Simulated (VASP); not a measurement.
# AlRu (Pm-3m) in VASP: a series of runs, part 2 of 3

VASP 6.6.1.

## (3) Relaxation of cell and atoms, PBEsol

INCAR

```
SYSTEM = AlRu
ALGO     = Normal         ! electronic algorithm
EDIFF    = 1E-7           ! SCF threshold, eV
EDIFFG   = -0.01          ! ionic threshold
ENCUT    = 600            ! plane-wave cutoff, eV
GGA      = PS             ! functional
IBRION   = 2              ! ionic algorithm
ISIF     = 3              ! what is computed and relaxed
ISMEAR   = -1             ! smearing method
LASPH    = .True.         ! aspherical terms in the spheres
LCHARG   = .False.        ! write CHGCAR
LREAL    = .False.        ! projectors in reciprocal space
LWAVE    = .False.        ! write WAVECAR
NELM     = 60             ! most SCF steps
NSW      = 80             ! ionic steps
PREC     = Accurate       ! precision mode
SIGMA    = 0.1            ! smearing width, eV
```

KPOINTS

```
k-points
0
Gamma
  11 11 11
  0 0 0
```

POSCAR

```
AlRu
1.0
    2.9916000000      0.0000000000      0.0000000000
    0.0000000000      2.9916000000      0.0000000000
    0.0000000000      0.0000000000      2.9916000000
Al Ru
1 1
Direct
    0.0000000000      0.0000000000      0.0000000000
    0.5000000000      0.5000000000      0.5000000000
```

Potentials or basis: VASP PAW PBE potentials, release 64 (Al, Ru_pv).

The run is started by

```
$ cat potpaw_PBE.64/Al/POTCAR potpaw_PBE.64/Ru_pv/POTCAR > POTCAR
$ mpirun -np 1 vasp_std > vasp.out
```

OUTCAR:

```text
SYSTEM = AlRu
   EDIFF = 1E-7
   EDIFFG = -0.01
   ENCUT = 600
   GGA = PS
   IBRION = 2
   ISIF = 3
   ISMEAR = -1
   LASPH = .True.
   LREAL = .False.
   NELM = 60
   NSW = 80
   PREC = Accurate

 ion  position               nearest neighbor table
   1  0.000  0.000  0.000-   2 2.59   2 2.59   2 2.59   2 2.59   2 2.59   2 2.59   2 2.59   2 2.59

   2  0.500  0.500  0.500-   1 2.59   1 2.59   1 2.59   1 2.59   1 2.59   1 2.59   1 2.59   1 2.59

  LATTYP: Found a simple cubic cell.
 ALAT       =     2.9916000000

  Lattice vectors:

 A1 = (   2.9916000000,   0.0000000000,   0.0000000000)
 A2 = (   0.0000000000,   2.9916000000,   0.0000000000)
 A3 = (   0.0000000000,   0.0000000000,   2.9916000000)

Analysis of symmetry for initial positions (statically):
=====================================================================
 Subroutine PRICEL returns:
 Original cell was already a primitive cell.

 Routine SETGRP: Setting up the symmetry group for a
 simple cubic supercell.

 Subroutine GETGRP returns: Found 48 space group operations
 (whereof 48 operations were pure point group operations)
 out of a pool of 48 trial point group operations.

The static configuration has the point symmetry O_h .

Analysis of symmetry for dynamics (positions and initial velocities):
=====================================================================
 Subroutine PRICEL returns:
 Original cell was already a primitive cell.

 Routine SETGRP: Setting up the symmetry group for a
 simple cubic supercell.

 Subroutine GETGRP returns: Found 48 space group operations
 (whereof 48 operations were pure point group operations)
 out of a pool of 48 trial point group operations.

The dynamic configuration has the point symmetry O_h .

 Subroutine INISYM returns: Found 48 space group operations
 (whereof 48 operations are pure point group operations),
 and found     1 'primitive' translations

----------------------------------------------------------------------------------------

                                     Primitive cell

  volume of cell :      26.7738

  direct lattice vectors                    reciprocal lattice vectors
     2.991600000  0.000000000  0.000000000     0.334269287  0.000000000  0.000000000
     0.000000000  2.991600000  0.000000000     0.000000000  0.334269287  0.000000000
     0.000000000  0.000000000  2.991600000     0.000000000  0.000000000  0.334269287

  length of vectors
     2.991600000  2.991600000  2.991600000     0.334269287  0.334269287  0.334269287

  position of ions in fractional coordinates (direct lattice)
     0.000000000  0.000000000  0.000000000
     0.500000000  0.500000000  0.500000000

  ion indices of the primitive-cell ions
   primitive index   ion index
                 1           1
                 2           2

----------------------------------------------------------------------------------------

 KPOINTS: k-points

Automatic generation of k-mesh.
 Grid dimensions read from file:
 generate k-points for:   11   11   11

 Generating k-lattice:

  Cartesian coordinates                     Fractional coordinates (reciprocal lattice)
     0.030388117  0.000000000  0.000000000     0.090909091  0.000000000  0.000000000
     0.000000000  0.030388117  0.000000000     0.000000000  0.090909091  0.000000000
     0.000000000  0.000000000  0.030388117     0.000000000  0.000000000  0.090909091

[... 51 lines left out ...]
   LNONCOLLINEAR =      F non collinear calculations
   LSORBIT =      F    spin-orbit coupling
   LASPH  =      T    aspherical Exc in radial PAW
   ENCUT  =  600.0 eV  44.10 Ry    6.64 a.u.   5.97  5.97  5.97*2*pi/ulx,y,z
   NELM   =     60;   NELMIN=  2; NELMDL= -5     # of ELM steps
   EDIFF  = 0.1E-06   stopping-criterion for ELM
   LREAL  =      F    real-space projection
   EDIFFG = -.1E-01   stopping-criterion for IOM
   NSW    =     80    number of steps for IOM
   IBRION =      2    ionic relax: 0-MD 1-quasi-New 2-CG
   NFREE  =      1    steps in history (QN), initial steepest desc. (CG)
   ISIF   =      3    stress and relaxation
   ISYM   =      2    0-nonsym 1-usesym 2-fastsym
   POTIM  = 0.5000    time-step for ionic-motion
   TEBEG  =    0.0;   TEEND  =   0.0 temperature during run
   PSTRESS=    0.0 pullay stress
   NELECT =      17.0000    total number of electrons
   NUPDOWN=      -1.0000    fix difference up-down
   EMIN   =  10.00;   EMAX   =-10.00  energy-range for DOS
   EFERMI =   0.00;   METHOD = LEGACY
   ISMEAR =    -1;   SIGMA  =   0.10  broadening in eV -4-tet -1-fermi 0-gaus
   EFERMI_NEDOS =   21; number of points for ismear=-14 and -15
   IALGO  =     38    algorithm
   IMIX   =      4    mixing-type and parameters
     AMIX     =   0.40;   BMIX     =  1.00
     AMIX_MAG =   1.60;   BMIX_MAG =  1.00
  volume/ion in A,a.u.               =      13.39        90.34
  Fermi-wavevector in a.u.,A,eV,Ry     =   1.407087  2.659009 26.938090  1.979894
  Thomas-Fermi vector in A             =   2.529382
   LORBIT       =      0    0 simple, 1 ext, 2 COOP (PROOUT), +10 PAW based schemes
   GGA     = PS    functional components
   LHFCALC =     F    Hartree Fock is set to
   AEXX    =    0.0000 exact exchange contribution
   IVDW    =     0    specifies the selected vdW correction
   LEPSILON=     F    determine dielectric tensor
   LRPA    =     F    only Hartree local field effects (RPA)
 conjugate gradient relaxation of ions
 non-spin polarized calculation
  energy-cutoff  :      600.00
  volume of cell :       26.77
 maximum number of plane-waves:       912
 NGX is ok and might be reduce to    24
   NGX = 11   NGY = 11   NGZ = 11

--------------------------------------- Ionic step        1  -------------------------------------------

 number of electron      16.9999995 magnetization

 Free energy of the ion-electron system (eV)
  ---------------------------------------------------
  ext. energy  EPLUGINS =         0.00000000
  ---------------------------------------------------
  free energy    TOTEN  =       -15.53568611 eV

  energy without entropy =      -15.48086501  energy(sigma->0) =      -15.50827556

------------------------ aborting loop because EDIFF is reached ----------------------------------------

  FORCE on cell =-STRESS in cart. coord.  units (eV):
  Direction    XX          YY          ZZ          XY          YZ          ZX
  --------------------------------------------------------------------------------------
  -------------------------------------------------------------------------------------
  Total       -0.5007465     -0.5007465     -0.5007465      0.0000000      0.0000000     -0.0000000
  in kB      -29.9652543    -29.9652543    -29.9652543      0.0000000      0.0000000     -0.0000000
  external PRESSURE =     -29.9652543 kB  Pullay stress =       0.0000000 kB
[... 59 lines left out ...]
--------------------------------------- Ionic step        3  -------------------------------------------

 number of electron      16.9999996 magnetization

 Free energy of the ion-electron system (eV)
  ---------------------------------------------------
  ext. energy  EPLUGINS =         0.00000000
  ---------------------------------------------------
  free energy    TOTEN  =       -15.53924734 eV

  energy without entropy =      -15.48548455  energy(sigma->0) =      -15.51236594

 E-fermi :  10.8001     XC(G=0): -12.7597

 val. band max:       10.7878964282   @ k =   0.0909   0.0000   0.0000
 cond. band min:      10.8014236061   @ k =   0.3636   0.3636   0.2727
 fundamental gap:      0.0135271779
 Fermi energy:        10.8001104528

 k-point     1 :       0.0000    0.0000    0.0000
  band No.  band energies     occupation
      1     -30.9229      2.00000
      2     -30.9229      2.00000
      3     -30.9229      2.00000
      4       1.0299      2.00000
      5       7.1260      2.00000
      6       7.1260      2.00000
      7      10.9877      0.26582
      8      10.9877      0.26582
      9      10.9877      0.26581
     10      16.9363      0.00000
     11      16.9363      0.00000
     12      16.9363      0.00000
[... 331 lines left out ...]
 k-point    24 :       0.2727    0.0909    0.0909
  band No.  band energies     occupation
      1     -31.0467      2.00000
      2     -30.9285      2.00000
      3     -30.9273      2.00000
      4       2.6840      2.00000
      5       7.3146      2.00000
      6       7.6752      2.00000
      7       9.5950      1.99999
      8       9.7108      1.99996
      9      10.7730      1.13493
     10      14.1005      0.00000
     11      18.2126      0.00000
     12      18.5278      0.00000

 [... further k-points ...]

------------------------ aborting loop because EDIFF is reached ----------------------------------------

  FORCE on cell =-STRESS in cart. coord.  units (eV):
  Direction    XX          YY          ZZ          XY          YZ          ZX
  --------------------------------------------------------------------------------------
  -------------------------------------------------------------------------------------
  Total       -0.0021912     -0.0021912     -0.0021912     -0.0000000      0.0000000     -0.0000000
  in kB       -0.1329749     -0.1329749     -0.1329749     -0.0000000      0.0000000     -0.0000000
  external PRESSURE =      -0.1329749 kB  Pullay stress =       0.0000000 kB
[... 17 lines left out ...]
  FREE ENERGIE OF THE ION-ELECTRON SYSTEM (eV)
  ---------------------------------------------------
  free  energy   TOTEN  =       -15.5392473400 eV

  energy  without entropy=      -15.4854845496  energy(sigma->0) =      -15.51236594

 reached required accuracy - stopping structural energy minimisation
```

Run time: 46 s. Hardware: 1 thread of Intel Xeon 8259CL, shared host; peak memory 0.16 GiB.

What came out:

- Free energy: -15.5392 eV
- Relaxed volume: 13.20 Å³/atom
- Relaxed cell: a = 2.978 Å, b = 2.978 Å, c = 2.978 Å, α = 90.00°, β = 90.00°, γ = 90.00°
- Space group after relaxing (to 0.1 Å): Pm-3m (No. 221)
- Energy gained by relaxing: 1.8 meV/atom
- Ionic steps: 3
- Pressure after relaxing: 0.0 GPa
- Band gap on the k mesh: zero (an odd number of electrons rules out a gap without spin polarisation)

The path:
```
step  energy change (eV)  largest force (eV/Å)  pressure (GPa)  volume (Å³)
   1              0.0000                0.0000           -3.00        26.77
   2              0.0056                0.0000            5.16        25.82
   3             -0.0036                0.0000           -0.01        26.40
```

Final structure:
```yaml
crystal:
  lattice:
    - [2.97763, 0.00000, 0.00000]
    - [0.00000, 2.97763, 0.00000]
    - [0.00000, 0.00000, 2.97763]
  atoms:
    - { symbol: Al, position: [0.00000, 0.00000, 0.00000] }
    - { symbol: Ru, position: [0.50000, 0.50000, 0.50000] }
```

Levels at points of the mesh, in eV from the Fermi level:
| k point | band 6 | band 7 | band 8 | band 9 | band 10 | band 11 | band 12 |
| --- | --- | --- | --- | --- | --- | --- | --- |
| (0.00, 0.00, 0.00) | -3.67 | 0.19 | 0.19 | 0.19 | 6.14 | 6.14 | 6.14 |

Caveat: the PAW data sets were made with another functional, which shifts forces and pressure a little.

## (4) Relaxation of cell and atoms, LDA

INCAR

```
SYSTEM = AlRu
PREC = Accurate ; ENCUT = 600
EDIFF = 1E-7 ; ISMEAR = -1
SIGMA = 0.1 ; LREAL = .FALSE.
LASPH = .TRUE. ; NELM = 80
ALGO = Normal ; ISIF = 3
LWAVE = .FALSE. ; LCHARG = .FALSE.
GGA = CA ; IBRION = 2
NSW = 80 ; EDIFFG = -0.01
```

KPOINTS

```
regular mesh
0
G
  11 11 11
  0 0 0
```

POSCAR is that of step 3.

Potentials or basis: VASP PAW LDA potentials, release 64 (Al, Ru_pv).

The run is started by

```
$ cat potpaw_LDA.64/Al/POTCAR potpaw_LDA.64/Ru_pv/POTCAR > POTCAR
$ mpirun -np 1 vasp_std > vasp.out
```

Wall time 40 s (1 thread of Intel Xeon 8259CL, shared host); peak memory 0.15 GiB.

It converged, with:

```yaml
Free_energy: -16.2012 eV
Relaxed_volume: 12.93 Å³/atom
Relaxed_cell: a = 2.957 Å, b = 2.957 Å, c = 2.957 Å, α = 90.00°, β = 90.00°, γ = 90.00°
Space_group_after_relaxing_to_0.1_Å: Pm-3m (No. 221)
Energy_gained_by_relaxing: 10.9 meV/atom
Ionic_steps: 4
Pressure_after_relaxing: 0.0 GPa
Band_gap_on_the_k_mesh: zero (an odd number of electrons rules out a gap without spin polarisation)
```

Step by step:
```
step  energy change (eV)  largest force (eV/Å)  pressure (GPa)  volume (Å³)
   1              0.0000                0.0000           -7.41        26.77
   2              0.0404                0.0000           14.77        24.45
   3             -0.0218                0.0000           -0.13        25.88
   4             -0.0218                0.0000            0.03        25.86
```

Final structure:
```
Al Ru
1.0
     2.95716    0.00000    0.00000
     0.00000    2.95716    0.00000
     0.00000    0.00000    2.95716
Al Ru
1 1
Direct
  0.00000 0.00000 0.00000
  0.50000 0.50000 0.50000
```

Levels at points of the mesh, in eV from the Fermi level:
```csv
k point,band 5,band 6,band 7,band 8,band 9,band 10,band 11,band 12
"(0.00, 0.00, 0.00)",-3.79,-3.79,0.19,0.19,0.19,6.19,6.19,6.19
```

(Part 2 of 3 ends here.)
